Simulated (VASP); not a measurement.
A run of VASP 6.6.1:

File INCAR:

```
SYSTEM = BiO5
ALGO = Normal
EDIFF = 1E-6
ENCUT = 600
GGA = PE
GGA_COMPAT = .FALSE.
ISIF = 2
ISMEAR = 0
LASPH = .TRUE.
LCHARG = .FALSE.
LREAL = .FALSE.
LWAVE = .FALSE.
NBANDS = 32
NELM = 120
PREC = Accurate
SIGMA = 0.2
```

Contents of KPOINTS:

```
k-points
0
G
  5 5 2
  0 0 0
```

File POSCAR:

```
BiO5
1.0
    3.6324430479      0.0000000000      0.0000000000
   -1.8162215239      3.1457879573      0.0000000000
    0.0000000000      0.0000000000      8.9916086807
Bi O
1 5
Direct
    0.0000000000      0.0000000000      0.5000000000
    0.0000000000      0.0000000000      0.2831087534
    0.0000000000      0.0000000000      0.7168912466
    0.5000000000      0.0000000000      0.0000000000
    0.0000000000      0.5000000000      0.0000000000
    0.5000000000      0.5000000000      0.0000000000
```

Potentials or basis: VASP PAW PBE potentials, release 64 (Bi_d, O).

Launch:

```console
$ cat potpaw_PBE.64/Bi_d/POTCAR potpaw_PBE.64/O/POTCAR > POTCAR
$ mpirun -np 1 vasp_std > vasp.out
```

Hardware: 1 thread of Intel(R) Xeon(R) 6975P-C (Granite Rapids), on a shared host.

Q: How long does it take, and how much memory?

A: Run time: 34 s on 1 thread of Intel(R) Xeon(R) 6975P-C (Granite Rapids), on a shared host, peak memory 0.25 GiB. Counts: scf iterations 21, k points 10.
